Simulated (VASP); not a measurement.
# Cd2P (P-1) in VASP: single point with r2SCAN

Aim: the single point of Cd2P with r2SCAN.

Program: VASP 6.6.1. These are calculated values, not measurements. Logs are shortened: lines on timing, memory, paths and dates and some standing lists are left out, and cuts for length are marked.

## Step 1: The cell of the first run

The typed cell holds 6 atoms: a = 3.484 Å, b = 5.385 Å, c = 6.088 Å, α = 98.07°, β = 73.10°, γ = 110.14°.

## Step 2: Single point, r2SCAN

POSCAR reads:

```
Cd2P
1.0
    3.3775580230     -0.8459103890      0.1221669055
   -0.5594713000      5.3349398732     -0.4720996172
    1.5684530534     -0.1773818789      5.8798797984
P Cd
2 4
Direct
    0.6181299143      0.2084466274      0.9850396337
    0.3818700857      0.7915533726      0.0149603663
    0.2725443652      0.1805382322      0.6332589531
    0.7274556348      0.8194617678      0.3667410469
    0.0452386954      0.3628871853      0.2856121710
    0.9547613046      0.6371128147      0.7143878290
```

INCAR.step1 reads:

```
PREC = Accurate
ENCUT = 600
ISMEAR = -1
SIGMA = 0.1
LREAL = False
LASPH = True
NELM = 120
NBANDS = 54
GGA = PE
ALGO = Normal
EDIFF = 1E-5
LWAVE = True
LCHARG = False
GGA_COMPAT = False
```

INCAR.step2 reads:

```
PREC = Accurate
ENCUT = 600
EDIFF = 1E-6
ISMEAR = -1
SIGMA = 0.1
LREAL = False
LASPH = True
NELM = 120
ALGO = Normal
ISIF = 2
LWAVE = False
LCHARG = False
METAGGA = R2SCAN
LMIXTAU = True
NBANDS = 54
ISTART = 1
GGA_COMPAT = False
```

KPOINTS reads:

```
Automatic mesh
0
Gamma
  5 3 3
  0.5 0 0.5
```

Potentials or basis: VASP PAW PBE potentials, release 64 (P, Cd_sv_GW).

The run is started by

```sh
cat potpaw_PBE.64/P/POTCAR potpaw_PBE.64/Cd_sv_GW/POTCAR > POTCAR
cp INCAR.step1 INCAR
mpirun -np 1 vasp_std > vasp.out
cp INCAR.step2 INCAR
mpirun -np 1 vasp_std > vasp.out
```

OUTCAR:

```text
PREC = Accurate
   ENCUT = 600
   EDIFF = 1E-6
   ISMEAR = -1
   LREAL = False
   LASPH = True
   NELM = 120
   ISIF = 2
   METAGGA = R2SCAN
   ISTART = 1

 ion  position               nearest neighbor table
   1  0.618  0.208  0.985-   2 2.12   5 2.56   5 2.57   3 2.67   3 2.71   6 2.74
   2  0.382  0.792  0.015-   1 2.12   6 2.56   6 2.57   4 2.67   4 2.71   5 2.74
   3  0.273  0.181  0.633-   1 2.67   1 2.71
   4  0.727  0.819  0.367-   2 2.67   2 2.71
   5  0.045  0.363  0.286-   1 2.56   1 2.57   2 2.74
   6  0.955  0.637  0.714-   2 2.56   2 2.57   1 2.74

  LATTYP: Found a triclinic cell.
 ALAT       =     5.3849298635
 B/A-ratio  =     1.4003385926
 C/A-ratio  =     0.6469942853
 COS(alpha) =     0.0112014839
 COS(beta)  =     0.3443385164
 COS(gamma) =     0.6008370385

  Lattice vectors:

 A1 = (   0.5594713000,  -5.3349398732,   0.4720996172)
 A2 = (  -1.0089817534,  -5.1575579943,  -5.4077801812)
 A3 = (   3.3775580230,  -0.8459103890,   0.1221669055)

Analysis of symmetry for initial positions (statically):
=====================================================================
 Subroutine PRICEL returns:
 Original cell was already a primitive cell.

 Routine SETGRP: Setting up the symmetry group for a
 triclinic supercell.

 Subroutine GETGRP returns: Found  2 space group operations
 (whereof  2 operations were pure point group operations)
 out of a pool of  2 trial point group operations.

The static configuration has the point symmetry S_2 .

Analysis of symmetry for dynamics (positions and initial velocities):
=====================================================================
 Subroutine PRICEL returns:
 Original cell was already a primitive cell.

 Routine SETGRP: Setting up the symmetry group for a
 triclinic supercell.

 Subroutine GETGRP returns: Found  2 space group operations
 (whereof  2 operations were pure point group operations)
 out of a pool of  2 trial point group operations.

The dynamic configuration has the point symmetry S_2 .

 Subroutine INISYM returns: Found  2 space group operations
 (whereof  2 operations are pure point group operations),
 and found     1 'primitive' translations

----------------------------------------------------------------------------------------

                                     Primitive cell

  volume of cell :     102.5006

  direct lattice vectors                    reciprocal lattice vectors
     3.377558023 -0.845910389  0.122166906     0.305218233  0.024869679 -0.080666451
    -0.559471300  5.334939873 -0.472099617     0.048313663  0.191881950 -0.007099011
     1.568453053 -0.177381879  5.879879798    -0.002462415  0.014889615  0.171177535

  length of vectors
     3.484018849  5.384929863  6.088061740     0.316676091  0.197998204  0.171841533

  position of ions in fractional coordinates (direct lattice)
     0.618129914  0.208446627  0.985039634
     0.381870086  0.791553373  0.014960366
     0.272544365  0.180538232  0.633258953
     0.727455635  0.819461768  0.366741047
     0.045238695  0.362887185  0.285612171
     0.954761305  0.637112815  0.714387829

  ion indices of the primitive-cell ions
   primitive index   ion index
                 1           1
                 2           2
                 3           3
                 4           4
                 5           5
                 6           6

----------------------------------------------------------------------------------------

 KPOINTS: Automatic mesh

Automatic generation of k-mesh.
 Grid dimensions read from file:
 generate k-points for:    5    3    3

 Generating k-lattice:

  Cartesian coordinates                     Fractional coordinates (reciprocal lattice)
     0.061043647  0.004973936 -0.016133290     0.200000000  0.000000000  0.000000000
     0.016104554  0.063960650 -0.002366337    -0.000000000  0.333333333 -0.000000000
    -0.000820805  0.004963205  0.057059178     0.000000000  0.000000000  0.333333333

  Length of vectors
     0.063335218  0.065999401  0.057280511

  Shift w.r.t. Gamma in fractional coordinates (k-lattice)
     0.500000000  0.000000000  0.500000000

 Subroutine IBZKPT returns following result:
 ===========================================

 Found     23 irreducible k-points:

 Following reciprocal coordinates:
            Coordinates               Weight
  0.100000  0.000000  0.166667      2.000000
  0.300000  0.000000  0.166667      2.000000
  0.500000 -0.000000  0.166667      2.000000
 -0.300000 -0.000000  0.166667      2.000000
 -0.100000  0.000000  0.166667      2.000000
  0.100000  0.333333  0.166667      2.000000
[... 15 lines left out ...]
 -0.300000  0.333333  0.500000      2.000000
 -0.100000  0.333333  0.500000      2.000000
   k-points           NKPTS =     23   k-points in BZ     NKDIM =     23   number of bands    NBANDS=     54
   number of dos      NEDOS =    301   number of ions     NIONS =      6
   total plane-waves  NPLWV =  67200
   dimension x,y,z NGX =    28 NGY =   48 NGZ =   50
   dimension x,y,z NGXF=    56 NGYF=   96 NGZF=  100
   ions per type =               2   4
   NGX,Y,Z   is equivalent  to a cutoff of  13.36, 14.82, 13.65 a.u.
   NGXF,Y,Z  is equivalent  to a cutoff of  26.72, 29.64, 27.31 a.u.
 SYSTEM =  unknown system
   PREC   = accura    normal or accurate (medium, high low for compatibility)
   ISTART =      1    job   : 0-new  1-cont  2-samecut
   ICHARG =      0    charge: 1-file 2-atom 10-const
   ISPIN  =      1    spin polarized calculation?
   LNONCOLLINEAR =      F non collinear calculations
   LSORBIT =      F    spin-orbit coupling
   LASPH  =      T    aspherical Exc in radial PAW
   ENCUT  =  600.0 eV  44.10 Ry    6.64 a.u.   6.96 10.76 12.16*2*pi/ulx,y,z
   NELM   =    120;   NELMIN=  2; NELMDL=  0     # of ELM steps
   EDIFF  = 0.1E-05   stopping-criterion for ELM
   LREAL  =      F    real-space projection
   EDIFFG = 0.1E-04   stopping-criterion for IOM
   NSW    =      0    number of steps for IOM
   IBRION =     -1    ionic relax: 0-MD 1-quasi-New 2-CG
   NFREE  =      0    steps in history (QN), initial steepest desc. (CG)
   ISIF   =      2    stress and relaxation
   ISYM   =      2    0-nonsym 1-usesym 2-fastsym
   POTIM  = 0.5000    time-step for ionic-motion
   TEBEG  =    0.0;   TEEND  =   0.0 temperature during run
   PSTRESS=    0.0 pullay stress
   NELECT =      90.0000    total number of electrons
   NUPDOWN=      -1.0000    fix difference up-down
   EMIN   =  10.00;   EMAX   =-10.00  energy-range for DOS
   EFERMI =   0.00;   METHOD = LEGACY
   ISMEAR =    -1;   SIGMA  =   0.10  broadening in eV -4-tet -1-fermi 0-gaus
   EFERMI_NEDOS =   21; number of points for ismear=-14 and -15
   IALGO  =     38    algorithm
   IMIX   =      4    mixing-type and parameters
     AMIX     =   0.40;   BMIX     =  1.00
     AMIX_MAG =   1.60;   BMIX_MAG =  1.00
  volume/ion in A,a.u.               =      17.08       115.28
  Fermi-wavevector in a.u.,A,eV,Ry     =   1.567642  2.962413 33.436325  2.457501
  Thomas-Fermi vector in A             =   2.669791
   LORBIT       =      0    0 simple, 1 ext, 2 COOP (PROOUT), +10 PAW based schemes
   METAGGA = R2SCAN    functional components
   LHFCALC =     F    Hartree Fock is set to
   AEXX    =    0.0000 exact exchange contribution
   IVDW    =     0    specifies the selected vdW correction
   LEPSILON=     F    determine dielectric tensor
   LRPA    =     F    only Hartree local field effects (RPA)
 non-spin polarized calculation
  energy-cutoff  :      600.00
  volume of cell :      102.50
 maximum number of plane-waves:      3440
   NGX = 13   NGY = 21   NGZ = 25

 number of electron      89.9999999 magnetization

 Free energy of the ion-electron system (eV)
  ---------------------------------------------------
  ext. energy  EPLUGINS =         0.00000000
  ---------------------------------------------------
  free energy    TOTEN  =       -96.97856015 eV

  energy without entropy =      -96.94784135  energy(sigma->0) =      -96.96320075

 E-fermi :   8.6391     XC(G=0): -12.6932

 val. band max:        8.4815892158   @ k =  -0.3000   0.3333   0.5000
 cond. band min:       8.6809331693   @ k =   0.5000  -0.0000   0.5000
 fundamental gap:      0.1993439535
 Fermi energy:         8.6391393326

 k-point     1 :       0.1000    0.0000    0.1667
  band No.  band energies     occupation
      1     -97.7702      2.00000
      2     -97.7669      2.00000
      3     -97.6916      2.00000
      4     -97.6888      2.00000
      5     -57.9488      2.00000
      6     -57.9480      2.00000
[... 46 lines left out ...]
     53      16.5631      0.00000
     54      17.1113      0.00000

 k-point     2 :       0.3000    0.0000    0.1667
  band No.  band energies     occupation
      1     -97.7699      2.00000
      2     -97.7669      2.00000
      3     -97.6911      2.00000
      4     -97.6893      2.00000
      5     -57.9448      2.00000
      6     -57.9430      2.00000
[... 46 lines left out ...]
     53      16.0661      0.00000
     54      16.4902      0.00000

 k-point     3 :       0.5000   -0.0000    0.1667
  band No.  band energies     occupation
      1     -97.7697      2.00000
      2     -97.7668      2.00000
      3     -97.6904      2.00000
      4     -97.6900      2.00000
      5     -57.9422      2.00000
      6     -57.9391      2.00000
[... 46 lines left out ...]
     53      14.9682      0.00000
     54      15.7778      0.00000
[... 1027 lines left out ...]
 k-point    22 :      -0.3000    0.3333    0.5000
  band No.  band energies     occupation
      1     -97.7699      2.00000
      2     -97.7669      2.00000
      3     -97.6911      2.00000
      4     -97.6893      2.00000
      5     -57.9460      2.00000
      6     -57.9439      2.00000
[... 46 lines left out ...]
     53      15.0398      0.00000
     54      15.8478      0.00000

 k-point    23 :      -0.1000    0.3333    0.5000
  band No.  band energies     occupation
      1     -97.7700      2.00000
      2     -97.7670      2.00000
      3     -97.6917      2.00000
      4     -97.6888      2.00000
      5     -57.9433      2.00000
      6     -57.9413      2.00000
[... 46 lines left out ...]
     53      15.7172      0.00000
     54      16.2798      0.00000

------------------------ aborting loop because EDIFF is reached ----------------------------------------

  FORCE on cell =-STRESS in cart. coord.  units (eV):
  Direction    XX          YY          ZZ          XY          YZ          ZX
  --------------------------------------------------------------------------------------
  -------------------------------------------------------------------------------------
  Total       12.3162607     12.1772187     12.3077801     -0.0422515      0.0087211      0.0005960
  in kB      192.5142540    190.3409030    192.3816941     -0.6604292      0.1363190      0.0093158
  external PRESSURE =     191.7456171 kB  Pullay stress =       0.0000000 kB

 VOLUME and BASIS-vectors are now :
 -----------------------------------------------------------------------------
  energy-cutoff  :      600.00
  volume of cell :      102.50
      direct lattice vectors                 reciprocal lattice vectors
     3.377558023 -0.845910389  0.122166906     0.305218233  0.024869679 -0.080666451
    -0.559471300  5.334939873 -0.472099617     0.048313663  0.191881950 -0.007099011
     1.568453053 -0.177381879  5.879879798    -0.002462415  0.014889615  0.171177535

 POSITION                                       TOTAL-FORCE (eV/Angst)
 -----------------------------------------------------------------------------------
      3.51614      0.41444      5.76902        -0.021634     -0.090035      0.023284
      0.87040      3.89721     -0.23908         0.021634      0.090035     -0.023284
      1.81277      0.62028      3.67155        -0.000105      0.001494      0.006363
      2.57377      3.69136      1.85840         0.000105     -0.001494     -0.006363
      0.39774      1.84705      1.51357        -0.002064     -0.006624     -0.012693
      3.98880      2.46460      4.01637         0.002064      0.006624      0.012693
 -----------------------------------------------------------------------------------
    total drift:                                0.000000     -0.000000      0.000000

  FREE ENERGIE OF THE ION-ELECTRON SYSTEM (eV)
  ---------------------------------------------------
  free  energy   TOTEN  =       -96.9785601544 eV

  energy  without entropy=      -96.9478413474  energy(sigma->0) =      -96.96320075
```

Wall time 6.9 min (1 thread of Intel Xeon Platinum 8559C (Emerald Rapids), shared host); peak memory 0.34 GiB.

What came out:

* Free energy: -96.9786 eV
* Pressure: 19.2 GPa
* Largest force: 0.095 eV/Å
* Band gap on the k mesh: zero (bands 45 and 46 overlap by 2.24 eV)

Forces on the atoms (eV/Å):
```
P   -0.022 -0.090  0.023
P    0.022  0.090 -0.023
Cd   0.000  0.001  0.006
Cd   0.000 -0.001 -0.006
Cd  -0.002 -0.007 -0.013
Cd   0.002  0.007  0.013
```

Stress tensor (GPa, compression positive):
```
19.25 -0.07  0.00
-0.07 19.03  0.01
 0.00  0.01 19.24
```

Caveat: the k points lie up to 0.41 Å⁻¹ apart, too coarse for converged energies and pressures of a metal; the PAW data sets were made with another functional, which shifts forces and pressure a little.

The gap in the log of VASP goes by the Fermi energy; the results here count the filled bands.